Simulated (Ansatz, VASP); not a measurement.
# Si3N4: VASP beside Ansatz

The input POSCAR:

```
Si3N4
1.0
    4.1307800000      0.0000000000      0.0000000000
    0.0000000000      4.1307800000      0.0000000000
    0.0000000000      0.0000000000      4.1307800000
Si N
3 4
Direct
    0.0000000000      0.0000000000      0.5000000000
    0.5000000000      0.0000000000      0.0000000000
    0.0000000000      0.5000000000      0.0000000000
    0.2395200000      0.2395200000      0.7604800000
    0.7604800000      0.7604800000      0.7604800000
    0.2395200000      0.7604800000      0.2395200000
    0.7604800000      0.2395200000      0.2395200000
```

INCAR.step1

```
  PREC = Accurate
  ENCUT = 600
  ISMEAR = -1
  SIGMA = 0.05
  LREAL = F
  LASPH = T
  NELM = 100
  GGA = PE
  ALGO = Normal
  EDIFF = 1E-4
  LWAVE = T
  LCHARG = F
```

The input INCAR.step2:

```
  PREC = Accurate
  ENCUT = 600
  EDIFF = 1E-6
  ISMEAR = -1
  SIGMA = 0.05
  LREAL = F
  LASPH = T
  NELM = 100
  ALGO = Normal
  ISIF = 3
  LWAVE = F
  LCHARG = F
  METAGGA = R2SCAN
  LMIXTAU = T
  IBRION = 2
  NSW = 60
  EDIFFG = -0.01
  ISTART = 1
```

Contents of KPOINTS:

```
regular mesh
0
Gamma
  7 7 7
```

The input input.yaml:

```yaml
crystal:
  lattice:
    - [4.13078, 0.0, 0.0]
    - [0.0, 4.13078, 0.0]
    - [0.0, 0.0, 4.13078]
  atoms:
    - { symbol: Si, position: [0.0, 0.0, 0.5] }
    - { symbol: Si, position: [0.5, 0.0, 0.0] }
    - { symbol: Si, position: [0.0, 0.5, 0.0] }
    - { symbol: "N", position: [0.23952, 0.23952, 0.76048] }
    - { symbol: "N", position: [0.76048, 0.76048, 0.76048] }
    - { symbol: "N", position: [0.23952, 0.76048, 0.23952] }
    - { symbol: "N", position: [0.76048, 0.23952, 0.23952] }
hamiltonian:
  xc: r2scan
  pseudopotentials: { kind: paw }
kpoints:
  mp_grid: { grid: [7, 7, 7] }
scf:
  occupations: { method: fermi_dirac, width: 0.05 }
output:
  forces: true
  stress: true
  eigenvalues: true
relax:
  f_tol: 0.01
  max_steps: 40
  cell: { stress_tol: 0.05 }
```

Alike in both runs: task relaxation of cell and atoms; functional r2SCAN; k mesh 7 × 7 × 7; occupations fermi-dirac, width 0.05 eV; no spin polarisation.

|  | VASP | Ansatz |
| --- | --- | --- |
| version | VASP 6.6.1 | Ansatz 0.2.0 |
| potentials or method | VASP PAW PBE potentials, release 64 (Si, N) | Ansatz PAW |
| plane-wave cutoff (eV) | 600 | 500 |
| valence electrons in the cell | 32 | 32 |

VASP gave:

- gap on the k mesh at the Fermi level, each at its own relaxed structure (eV): 3.34
- relaxed volume (Å³/atom): 9.86
- relaxed cell length with the largest relative difference (Å): 4.102

Q: Estimate Ansatz's values.

A: gap on the k mesh at the Fermi level, each at its own relaxed structure (eV): 3.34; relaxed volume (Å³/atom): 9.85; relaxed cell length with the largest relative difference (Å): 4.101.

VASP's potentials were made for PBE, not for r2SCAN.

Noted on Ansatz's run: odd divisions of the mesh miss points on the zone boundary, where band edges often lie, so the gap on the mesh can be too wide; the plane-wave basis is chosen anew once the cell has moved, so the energies of steps on either side of that aren't comparable.
